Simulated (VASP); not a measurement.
Set up this calculation in VASP 6.6.1, as the native input.

| Property | Result |
| --- | --- |
| Task | single point |
| Functional | r2SCAN |
| Potentials or basis | VASP PAW PBE potentials, release 64 (Al, N) |
| Cutoff | 520 eV |
| k mesh | 10 × 10 × 10 |
| Occupations | gaussian, width 0.01 eV |
| Spin | no spin polarisation |
| Dipole correction | no |
| Further INCAR settings | ALGO = Normal; EDIFF = 1e-06; NBANDS = 11 |

Crystal: AlN.

```xyz
2
Lattice="0.0000 2.1193 2.2489 2.1193 0.0000 2.2489 2.1193 2.1193 0.0000" Properties=species:S:1:pos:R:3 pbc="T T T"
Al    0.0000    0.0000    0.0000
N     1.0597    1.0597    1.1245
```

This cell differs from its parent crystal: epitaxial xy strain -3.0%.

The input as run:

POSCAR

```
AlN
1.0
    0.0000000000      2.1193301201      2.2489384552
    2.1193301201      0.0000000000      2.2489384552
    2.1193301201      2.1193301201      0.0000000000
Al N
1 1
Direct
    0.0000000000      0.0000000000      0.0000000000
    0.2500000000      0.2500000000      0.2500000000
```

INCAR.step1

```
SYSTEM = AlN
PREC = Accurate
ENCUT = 520
ISMEAR = 0
SIGMA = 0.01
LREAL = .False.
LASPH = .True.
NELM = 100
NBANDS = 11
GGA = PE
ALGO = Normal
EDIFF = 1E-4
LWAVE = .True.
LCHARG = .False.
```

INCAR.step2

```
SYSTEM = AlN
PREC = Accurate
ENCUT = 520
EDIFF = 1E-6
ISMEAR = 0
SIGMA = 0.01
LREAL = .False.
LASPH = .True.
NELM = 100
ALGO = Normal
ISIF = 2
LWAVE = .False.
LCHARG = .False.
METAGGA = R2SCAN
LMIXTAU = .True.
NBANDS = 11
ISTART = 1
```

KPOINTS

```
Automatic mesh
0
Gamma
  10 10 10
  0 0 0
```

Potentials or basis: VASP PAW PBE potentials, release 64 (Al, N).

Command:

```console
$ cat potpaw_PBE.64/Al/POTCAR potpaw_PBE.64/N/POTCAR > POTCAR
$ cp INCAR.step1 INCAR
$ mpirun -np 1 vasp_std > vasp.out
$ cp INCAR.step2 INCAR
$ mpirun -np 1 vasp_std > vasp.out
```

Results of the run:

```json
{
  "Pressure": "6.5 GPa",
  "Band gap on the k mesh": "3.75 eV (least direct gap 5.06 eV)"
}
```

Caveat: the cell differs from its parent crystal (epitaxial xy strain -3.0%); the cell stands under pressure; the PAW data sets were made with another functional, which shifts forces and pressure a little.

It took 24 s on 1 thread of Intel(R) Xeon(R) 6975P-C (Granite Rapids), with other jobs on the host, peak memory 0.15 GiB.
